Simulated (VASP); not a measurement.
Au, 2 atoms in the cell. It takes space group P6_3/mmc (No. 194, hexagonal). Conventional cell: a = 2.900 Å, b = 2.900 Å, c = 4.929 Å, α = 90.00°, β = 90.00°, γ = 120.00°. Within 3.8 Å of Au (site symmetry -6m2) lie 12 Au at 2.90 to 2.98 Å. This isn't the form of Au at room conditions, which is fcc. This cell differs from its parent crystal: z stretched by +1 %.

* Program: VASP 6.6.1
* Task: relaxation of the atoms
* Functional: PBE
* Potentials or basis: VASP PAW PBE potentials, release 64 (Au)
* Cutoff: 520 eV
* k mesh: 18 × 18 × 10
* Occupations: fermi-dirac, width 0.05 eV
* Spin: no spin polarisation
* Dipole correction: no
* Further INCAR settings: ALGO = Normal; EDIFF = 1e-06; IBRION = 2; EDIFFG = -0.02; NSW = 80

Potentials or basis: VASP PAW PBE potentials, release 64 (Au).

Launch:

```console
$ cat potpaw_PBE.64/Au/POTCAR > POTCAR
$ mpirun -np 1 vasp_std > vasp.out
```

Hardware: 1 thread of Oxide Virtual Turin-like Processor, with other jobs on the host.

Problem. How long does it take, and how much memory?

Solution. Wall time 2 min on 1 thread of Oxide Virtual Turin-like Processor, on a shared host, peak memory 0.21 GiB. Counts: scf iterations 11, k points 222, ion steps 1.
